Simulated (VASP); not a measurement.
Runs of VASP 6.6.1 on CuI. The structure is that of space group Cmcm (No. 63), or close to it. The cells are those of the table. 

| task | cell | gap on the mesh (eV) | pressure (GPa) | largest force (eV/Å) |
| --- | --- | --- | --- | --- |
| electric field gradients | a = 5.317, b = 5.317, c = 4.307 Å, angles 90.0, 90.0, 89.7°, 4 atoms | 1.00 | 0.8 | 0.08 |
| electric field gradients | a = 5.159, b = 5.159, c = 4.307 Å, angles 90.0, 90.0, 89.7°, 4 atoms | 1.12 | (a) | 0.51 |
| electric field gradients | a = 5.422, b = 5.422, c = 4.307 Å, angles 90.0, 90.0, 89.7°, 4 atoms | 0.92 | -0.2 | 0.30 |
| single point | a = 5.317, b = 5.317, c = 4.307 Å, angles 90.0, 90.0, 89.7°, 4 atoms | 1.00 | 0.8 | 0.08 |
| single point | a = 5.159, b = 5.159, c = 4.307 Å, angles 90.0, 90.0, 89.7°, 4 atoms | 1.12 | 2.9 | 0.51 |
| single point | a = 5.422, b = 5.422, c = 4.307 Å, angles 90.0, 90.0, 89.7°, 4 atoms | 0.92 | -0.2 | 0.30 |

Alike in all rows: level PBE; potentials or basis VASP PAW PBE potentials, release 64 (Cu, I); no spin polarisation; k mesh 5 × 5 × 6; cutoff (eV) 520; smearing fermi-dirac 0.02 eV.

Q: Fill in the values left out.

A: (a) 2.8.

Caveats: spin-orbit coupling is left out, which moves the levels of the heavy elements.

A k mesh can miss the band edges, and the runs leave out spin-orbit coupling on I.
